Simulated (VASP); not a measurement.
Wanted: the native input for a VASP 6.6.1 run.

```
Task                   : relaxation of cell and atoms
Functional             : PBE
Potentials or basis    : VASP PAW PBE potentials, release 64 (Al, Cu)
Cutoff                 : 600 eV
k mesh                 : 3 × 3 × 8
Occupations            : gaussian, width 0.1 eV
Spin                   : no spin polarisation
Dipole correction      : no
Further INCAR settings : ALGO = Fast; EDIFF = 1e-06; IBRION = 2; EDIFFG = -0.04; NSW = 90; ISIF = 3
```

The structure of AlCu5 lies in POSCAR:

```
AlCu5
1.0
    8.0036697122      0.0000000000      0.0000000000
   -4.0018348561      6.9313812943      0.0000000000
    0.0000000000      0.0000000000      2.3804552116
Al Cu
1 5
Direct
    0.0000000000      0.0000000000      0.0000000000
    0.5000000000      0.0000000000      0.5000000000
    0.0000000000      0.5000000000      0.5000000000
    0.5000000000      0.5000000000      0.5000000000
    0.3333333333      0.6666666667      0.5000000000
    0.6666666667      0.3333333333      0.5000000000
```

These files were run (other wordings do the same):

INCAR

```
ALGO     = Fast           # electronic algorithm
EDIFF    = 1E-6           # SCF threshold, eV
EDIFFG   = -0.04          # ionic threshold
ENCUT    = 600            # plane-wave cutoff, eV
GGA      = PE             # functional
IBRION   = 2              # ionic algorithm
ISIF     = 3              # what is computed and relaxed
ISMEAR   = 0              # smearing method
LASPH    = True           # aspherical terms in the spheres
LCHARG   = False          # write CHGCAR
LREAL    = False          # projectors in reciprocal space
LWAVE    = False          # write WAVECAR
NELM     = 80             # most SCF steps
NSW      = 90             # ionic steps
PREC     = Accurate       # precision mode
SIGMA    = 0.1            # smearing width, eV
```

KPOINTS

```
k-points
0
Gamma
  3 3 8
```

Potentials or basis: VASP PAW PBE potentials, release 64 (Al, Cu).

Launch:

```bash
$ cat potpaw_PBE.64/Al/POTCAR potpaw_PBE.64/Cu/POTCAR > POTCAR
$ mpirun -np 1 vasp_std > vasp.out
```

It gave:

| Quantity | Value |
| --- | --- |
| Relaxed volume | 21.85 Å³/atom |
| Relaxed cell | a = 7.922 Å, b = 7.922 Å, c = 2.412 Å, α = 90.00°, β = 90.00°, γ = 120.00° |
| Space group after relaxing (to 0.05 Å) | P6/mmm (No. 191) |
| Energy gained by relaxing | 3.9 meV/atom |
| Ionic steps | 4 |
| Pressure after relaxing | -0.1 GPa |
| Band gap on the k mesh | zero (band 29 reaches 5.62 eV, above the bottom of band 30 at 1.58 eV) |

It took 5.2 min on 1 thread of Intel Xeon 6975P-C, on a shared host, peak memory 0.32 GiB.
